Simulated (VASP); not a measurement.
# Ta2N (P-3m1) in VASP: further runs, part 2 of 2

VASP 6.6.1. Earlier steps stand in the parts before.

### 3 Single point, r2SCAN+U

POSCAR reads:

```
Ta2N
1.0
    3.1128615060      0.0000000000      0.0000000000
   -1.5564307530      2.6958171426      0.0000000000
    0.0000000000      0.0000000000      4.8698410000
Ta N
2 1
Direct
    0.3333333333      0.6666666667      0.2547110000
    0.6666666667      0.3333333333      0.7452890000
    0.0000000000      0.0000000000      0.0000000000
```

INCAR.step1 reads:

```
SYSTEM = Ta2N
PREC = Accurate ; ENCUT = 520
ISMEAR = -1 ; SIGMA = 0.05
LREAL = .FALSE. ; LASPH = .TRUE.
NELM = 150 ; LMAXMIX = 4
LDAU = .TRUE. ; LDAUTYPE = 2
LDAUL = 2 -1 ; LDAUU = 8 0
LDAUJ = 0 0 ; NBANDS = 20
GGA = PE ; ALGO = Normal
EDIFF = 1E-4 ; LWAVE = .TRUE.
LCHARG = .FALSE.
```

INCAR.step2 reads:

```
SYSTEM = Ta2N
PREC = Accurate ; ENCUT = 520
EDIFF = 1E-7 ; ISMEAR = -1
SIGMA = 0.05 ; LREAL = .FALSE.
LASPH = .TRUE. ; NELM = 150
ALGO = Normal ; ISIF = 2
LWAVE = .FALSE. ; LCHARG = .TRUE.
LMAXMIX = 4 ; LDAU = .TRUE.
LDAUTYPE = 2 ; LDAUL = 2 -1
LDAUU = 8 0 ; LDAUJ = 0 0
LDAUPRINT = 1 ; METAGGA = R2SCAN
LMIXTAU = .TRUE. ; LELF = .TRUE.
LVHAR = .TRUE. ; NBANDS = 20
ISTART = 1
```

KPOINTS reads:

```
Automatic mesh
0
G
  10 10 6
  0 0 0
```

Potentials or basis: VASP PAW PBE potentials, release 64 (Ta_pv, N).

On the command line:

```console
$ cat potpaw_PBE.64/Ta_pv/POTCAR potpaw_PBE.64/N/POTCAR > POTCAR
$ cp INCAR.step1 INCAR
$ mpirun -np 1 vasp_std > vasp.out
$ cp INCAR.step2 INCAR
$ mpirun -np 1 vasp_std > vasp.out
```

OUTCAR:

```text
SYSTEM = Ta2N
   PREC = Accurate
   ENCUT = 520
   EDIFF = 1E-7
   ISMEAR = -1
   LREAL = .FALSE.
   LASPH = .TRUE.
   NELM = 150
   ISIF = 2
   METAGGA = R2SCAN
   ISTART = 1

 ion  position               nearest neighbor table
   1  0.333  0.667  0.255-   3 2.18   3 2.18   3 2.18   2 2.99   2 2.99   2 2.99   2 3.06   2 3.06
                             2 3.06
   2  0.667  0.333  0.745-   3 2.18   3 2.18   3 2.18   1 2.99   1 2.99   1 2.99   1 3.06   1 3.06
                             1 3.06
   3  0.000  0.000  0.000-   1 2.18   2 2.18   1 2.18   2 2.18   2 2.18   1 2.18

  LATTYP: Found a hexagonal cell.
[... 819 lines left out ...]
  Direction    XX          YY          ZZ          XY          YZ          ZX
  --------------------------------------------------------------------------------------
  -------------------------------------------------------------------------------------
  Total        4.1436782      4.1436782      6.8337043      0.0000000      0.0000000      0.0000000
  in kB      162.4544439    162.4544439    267.9179137      0.0000000      0.0000000      0.0000000
  external PRESSURE =     197.6089338 kB  Pullay stress =       0.0000000 kB

 VOLUME and BASIS-vectors are now :
 -----------------------------------------------------------------------------
  energy-cutoff  :      520.00
  volume of cell :       40.87
      direct lattice vectors                 reciprocal lattice vectors
     3.112861506  0.000000000  0.000000000     0.321247829  0.185472520  0.000000000
    -1.556430753  2.695817143  0.000000000     0.000000000  0.370945041  0.000000000
     0.000000000  0.000000000  4.869841000     0.000000000  0.000000000  0.205345513

 POSITION                                       TOTAL-FORCE (eV/Angst)
 -----------------------------------------------------------------------------------
     -0.00000      1.79721      1.24040         0.000000      0.000000      1.149685
      1.55643      0.89861      3.62944        -0.000000     -0.000000     -1.149685
      0.00000      0.00000      0.00000        -0.000000      0.000000      0.000000
 -----------------------------------------------------------------------------------
    total drift:                               -0.000000      0.000000      0.000000

  FREE ENERGIE OF THE ION-ELECTRON SYSTEM (eV)
  ---------------------------------------------------
  free  energy   TOTEN  =       -95.1302210707 eV

  energy  without entropy=      -95.1189587298  energy(sigma->0) =      -95.12458990
```

OUTCAR.step1:

```text
SYSTEM = Ta2N
   PREC = Accurate
   ENCUT = 520
   ISMEAR = -1
   LREAL = .FALSE.
   LASPH = .TRUE.
   NELM = 150
[... 782 lines left out ...]
     -0.00000      1.79721      1.24040         0.000000     -0.000000      1.044470
      1.55643      0.89861      3.62944        -0.000000      0.000000     -1.044470
      0.00000      0.00000      0.00000         0.000000      0.000000      0.000000
 -----------------------------------------------------------------------------------
    total drift:                               -0.000000      0.000000      0.000000

  FREE ENERGIE OF THE ION-ELECTRON SYSTEM (eV)
  ---------------------------------------------------
  free  energy   TOTEN  =       -20.4806865548 eV

  energy  without entropy=      -20.4690170877  energy(sigma->0) =      -20.47485182
```

OSZICAR.step1:

```text
N       E                     dE             d eps       ncg     rms          rms(c)
DAV:   1     0.224386263097E+03    0.22439E+03   -0.14967E+04  2888   0.139E+03
DAV:   2    -0.160052802791E+02   -0.24039E+03   -0.23491E+03  3284   0.397E+02
DAV:   3    -0.250222022368E+02   -0.90169E+01   -0.88713E+01  3656   0.692E+01
DAV:   4    -0.251268768074E+02   -0.10467E+00   -0.10388E+00  3496   0.707E+00
DAV:   5    -0.251280940114E+02   -0.12172E-02   -0.12160E-02  3532   0.617E-01    0.256E+01
DAV:   6    -0.209806449699E+02    0.41474E+01   -0.19932E+01  3664   0.298E+01    0.116E+01
DAV:   7    -0.205812379361E+02    0.39941E+00   -0.16968E+00  3184   0.899E+00    0.569E+00
DAV:   8    -0.204863872675E+02    0.94851E-01   -0.37171E-01  3372   0.488E+00    0.559E-01
DAV:   9    -0.204810392159E+02    0.53481E-02   -0.36744E-02  3620   0.120E+00    0.325E-01
DAV:  10    -0.204808295306E+02    0.20969E-03   -0.80614E-03  3552   0.659E-01    0.973E-02
DAV:  11    -0.204806737940E+02    0.15574E-03   -0.14735E-03  3436   0.242E-01    0.421E-02
DAV:  12    -0.204806865548E+02   -0.12761E-04   -0.99674E-05  1756   0.767E-02
   1 F= -.20480687E+02 E0= -.20474852E+02  d E =-.116695E-01
```

It took 2.9 min on 1 thread of Intel Xeon Platinum 8488C (Sapphire Rapids), shared host; peak memory 0.2 GiB.

What came out:

* Free energy: -95.1302 eV
* Pressure: 19.8 GPa
* Largest force: 1.150 eV/Å
* Band gap on the k mesh: zero (an odd number of electrons rules out a gap without spin polarisation)

Forces on the atoms (eV/Å):
```
Ta   0.000  0.000  1.150
Ta   0.000  0.000 -1.150
N    0.000  0.000  0.000
```

Stress tensor (GPa, compression positive):
```
16.25  0.00  0.00
 0.00 16.25  0.00
 0.00  0.00 26.79
```

Eigenvalues of the final occupation matrices:
```
    site  spin  trace               eigenvalues
site 1 d     1   1.04  0.19 0.19 0.21 0.21 0.24
site 1 d     2   1.04  0.19 0.19 0.21 0.21 0.24
site 2 d     1   1.04  0.19 0.19 0.21 0.21 0.24
site 2 d     2   1.04  0.19 0.19 0.21 0.21 0.24
```

Caveat: the cell stands under pressure; the PAW data sets were made with another functional, which shifts forces and pressure a little; spin-orbit coupling is left out, which moves the levels of the heavy elements; U without spin polarisation on a metal has little footing.

### 4 Single point, PBEsol

INCAR reads:

```
SYSTEM = Ta2N
PREC = Accurate
ENCUT = 520
EDIFF = 1E-6
ISMEAR = -1
SIGMA = 0.03
LREAL = .False.
LASPH = .True.
NELM = 80
ALGO = Normal
ISIF = 2
LWAVE = .False.
LCHARG = .True.
GGA = PS
LELF = .True.
LVHAR = .True.
NBANDS = 20
```

KPOINTS reads:

```
regular mesh
0
Gamma
  6 6 4
  0 0 0
```

POSCAR is that of step 3.

On the command line:

```console
$ cat potpaw_PBE.64/Ta_pv/POTCAR potpaw_PBE.64/N/POTCAR > POTCAR
$ mpirun -np 1 vasp_std > vasp.out
```

Wall time 18 s (1 thread of Intel Xeon 8259CL, shared host); peak memory 0.16 GiB.

The run converged. Its results:

* Free energy: -36.4521 eV
* Pressure: -8.6 GPa
* Largest force: 0.517 eV/Å
* Band gap on the k mesh: zero (an odd number of electrons rules out a gap without spin polarisation)

Forces in eV/Å, atoms in the order of the input:
```
Ta   0.000  0.000 -0.517
Ta   0.000  0.000  0.517
N    0.000  0.000  0.000
```

Stress tensor (GPa, compression positive):
```
-8.52  0.00  0.00
 0.00 -8.52  0.00
 0.00  0.00 -8.67
```

Levels at points of the mesh, in eV from the Fermi level:
| k point | band 11 | band 12 | band 13 | band 14 | band 15 | band 16 |
| --- | --- | --- | --- | --- | --- | --- |
| (0.00, 0.00, 0.00) | -5.03 | -0.77 | -0.34 | -0.34 | 0.16 | 0.16 |
| (0.50, 0.00, 0.00) | -4.64 | -2.69 | -1.45 | 1.67 | 1.79 | 3.60 |
| (0.00, 0.00, 0.50) | -2.95 | -2.72 | -1.22 | -1.22 | 1.69 | 1.80 |
| (0.50, 0.00, 0.50) | -3.38 | -2.23 | -2.20 | -0.35 | 0.62 | 3.18 |

Caveat: the k points lie up to 0.39 Å⁻¹ apart, too coarse for converged energies and pressures of a metal; the PAW data sets were made with another functional, which shifts forces and pressure a little; spin-orbit coupling is left out, which moves the levels of the heavy elements.

### 5 Single point, r2SCAN

This run uses another cell than the first one, of 12.25 Å³/atom.

POSCAR reads:

```
Ta2N
1.0
    2.9792054496      0.0000000000      0.0000000000
   -1.4896027248      2.5800676025      0.0000000000
    0.0000000000      0.0000000000      4.7825461349
Ta N
2 1
Direct
    0.3333333333      0.6666666667      0.2602564747
    0.6666666667      0.3333333333      0.7397435253
    0.0000000000      0.0000000000      0.0000000000
```

INCAR.step1 reads:

```
  PREC = Accurate
  ENCUT = 520
  ISMEAR = -1
  SIGMA = 0.05
  LREAL = F
  LASPH = T
  NELM = 100
  NBANDS = 20
  GGA = PE
  ALGO = Normal
  EDIFF = 1E-4
  LWAVE = T
  LCHARG = F
```

INCAR.step2 reads:

```
  PREC = Accurate
  ENCUT = 520
  EDIFF = 1E-6
  ISMEAR = -1
  SIGMA = 0.05
  LREAL = F
  LASPH = T
  NELM = 100
  ALGO = Normal
  ISIF = 2
  LWAVE = F
  LCHARG = F
  METAGGA = R2SCAN
  LMIXTAU = T
  NBANDS = 20
  ISTART = 1
```

KPOINTS reads:

```
regular mesh
0
Gamma
  10 10 6
```

On the command line:

```console
$ cat potpaw_PBE.64/Ta_pv/POTCAR potpaw_PBE.64/N/POTCAR > POTCAR
$ cp INCAR.step1 INCAR
$ mpirun -np 1 vasp_std > vasp.out
$ cp INCAR.step2 INCAR
$ mpirun -np 1 vasp_std > vasp.out
```

Run time: 3.7 min. Hardware: 1 thread of Intel Xeon 8259CL, shared host; peak memory 0.2 GiB.

It converged, with:

* Free energy: -108.7236 eV
* Pressure: 31.5 GPa
* Largest force: 0.086 eV/Å
* Band gap on the k mesh: zero (an odd number of electrons rules out a gap without spin polarisation)

Forces on the atoms (eV/Å):
```
Ta   0.000  0.000  0.086
Ta   0.000  0.000 -0.086
N    0.000  0.000  0.000
```

Stress tensor (GPa, compression positive):
```
31.61  0.00  0.00
 0.00 31.61  0.00
 0.00  0.00 31.36
```

Levels at points of the mesh, in eV from the Fermi level:
```csv
k point,band 11,band 12,band 13,band 14,band 15,band 16,band 17,band 18
"(0.00, 0.00, 0.00)",-5.44,-0.98,-0.28,-0.28,-0.02,0.67,0.67,1.18
"(0.50, 0.00, 0.00)",-5.40,-3.04,-1.41,1.59,2.47,4.77,4.81,5.03
"(0.00, 0.00, 0.50)",-3.76,-2.96,-1.16,-1.16,1.91,2.86,2.86,2.99
"(0.50, 0.00, 0.50)",-3.79,-2.49,-2.29,-0.83,0.73,4.34,4.61,4.94
```

Caveat: the cell stands under pressure; the PAW data sets were made with another functional, which shifts forces and pressure a little; spin-orbit coupling is left out, which moves the levels of the heavy elements.

### 6 Single point, r2SCAN

This run uses another cell than the first one, of 12.57 Å³/atom.

POSCAR reads:

```
Ta2N
1.0
    3.0061269396      0.0000000000      0.0000000000
   -1.5030634698      2.6033822967      0.0000000000
    0.0000000000      0.0000000000      4.8178866190
Ta N
2 1
Direct
    0.3333333333      0.6666666667      0.2594390580
    0.6666666667      0.3333333333      0.7405609420
    0.0000000000      0.0000000000      0.0000000000
```

INCAR.step1 reads:

```
  PREC = Accurate
  ENCUT = 520
  ISMEAR = -1
  SIGMA = 0.05
  LREAL = False
  LASPH = True
  NELM = 100
  NBANDS = 20
  GGA = PE
  ALGO = Normal
  EDIFF = 1E-4
  LWAVE = True
  LCHARG = False
```

INCAR.step2 reads:

```
  PREC = Accurate
  ENCUT = 520
  EDIFF = 1E-7
  ISMEAR = -1
  SIGMA = 0.05
  LREAL = False
  LASPH = True
  NELM = 100
  ALGO = Normal
  ISIF = 2
  LWAVE = False
  LCHARG = False
  METAGGA = R2SCAN
  LMIXTAU = True
  NBANDS = 20
  ISTART = 1
```

KPOINTS is that of step 5.

Potentials or basis: VASP PAW PBE potentials, release 64 (Ta_pv, N).

On the command line:

```console
$ cat potpaw_PBE.64/Ta_pv/POTCAR potpaw_PBE.64/N/POTCAR > POTCAR
$ cp INCAR.step1 INCAR
$ mpirun -np 1 vasp_std > vasp.out
$ cp INCAR.step2 INCAR
$ mpirun -np 1 vasp_std > vasp.out
```

Wall time 4.9 min (1 thread of Intel Xeon 8259CL, shared host); peak memory 0.2 GiB.

The run converged. Its results:

| Property | Result |
| --- | --- |
| Free energy | -108.8790 eV |
| Pressure | 21.4 GPa |
| Largest force | 0.086 eV/Å |
| Band gap on the k mesh | zero (an odd number of electrons rules out a gap without spin polarisation) |

Forces in eV/Å, atoms in the order of the input:
```
Ta   0.000  0.000  0.086
Ta   0.000  0.000 -0.086
N    0.000  0.000  0.000
```

Stress tensor (GPa, compression positive):
```
21.45  0.00  0.00
 0.00 21.45  0.00
 0.00  0.00 21.24
```

Levels at points of the mesh, in eV from the Fermi level:
| k point | band 12 | band 13 | band 14 | band 15 | band 16 | band 17 |
| --- | --- | --- | --- | --- | --- | --- |
| (0.00, 0.00, 0.00) | -0.94 | -0.27 | -0.27 | 0.00 | 0.62 | 0.62 |
| (0.50, 0.00, 0.00) | -3.02 | -1.47 | 1.57 | 2.37 | 4.59 | 4.60 |
| (0.00, 0.00, 0.50) | -2.98 | -1.13 | -1.13 | 1.85 | 2.74 | 2.74 |
| (0.50, 0.00, 0.50) | -2.50 | -2.30 | -0.77 | 0.72 | 4.16 | 4.41 |

Caveat: the cell stands under pressure; the PAW data sets were made with another functional, which shifts forces and pressure a little; spin-orbit coupling is left out, which moves the levels of the heavy elements.

### 7 The runs side by side

```csv
level,spin,U,cell,k mesh,smearing,gap on the mesh (eV),pressure (GPa),largest force (eV/Å)
r2SCAN,"non-collinear, zero start, SOC",-,"a = 3.113, b = 3.113, c = 4.870 Å, angles 90.0, 90.0, 120.0°, 3 atoms, atomic positions A",10 × 10 × 6,fermi-dirac 0.05 eV,-,-3.9,0.16
r2SCAN+U,off,Ta d U = 8.0 eV,"a = 3.113, b = 3.113, c = 4.870 Å, angles 90.0, 90.0, 120.0°, 3 atoms, atomic positions A",10 × 10 × 6,fermi-dirac 0.05 eV,none,19.8,1.15
PBEsol,off,-,"a = 3.113, b = 3.113, c = 4.870 Å, angles 90.0, 90.0, 120.0°, 3 atoms, atomic positions A",6 × 6 × 4,fermi-dirac 0.03 eV,none,-8.6,0.52
r2SCAN,off,-,"a = 2.979, b = 2.979, c = 4.783 Å, angles 90.0, 90.0, 120.0°, 3 atoms, atomic positions B",10 × 10 × 6,fermi-dirac 0.05 eV,none,31.5,0.09
r2SCAN,off,-,"a = 3.006, b = 3.006, c = 4.818 Å, angles 90.0, 90.0, 120.0°, 3 atoms, atomic positions B",10 × 10 × 6,fermi-dirac 0.05 eV,none,21.4,0.09
```

Alike in all rows: task single point; potentials or basis VASP PAW PBE potentials, release 64 (Ta_pv, N); cutoff (eV) 520.

Caveats: some runs use coarse meshes; the PAW data sets were made with another functional, which shifts forces and pressure a little; spin-orbit coupling is left out, which moves the levels of the heavy elements (at least some runs); the cell stands under pressure (at least some runs); the cell stands under tension (at least some runs); U without spin polarisation on a metal has little footing (at least some runs).

Absolute energies hang on the potentials; compare differences alone.
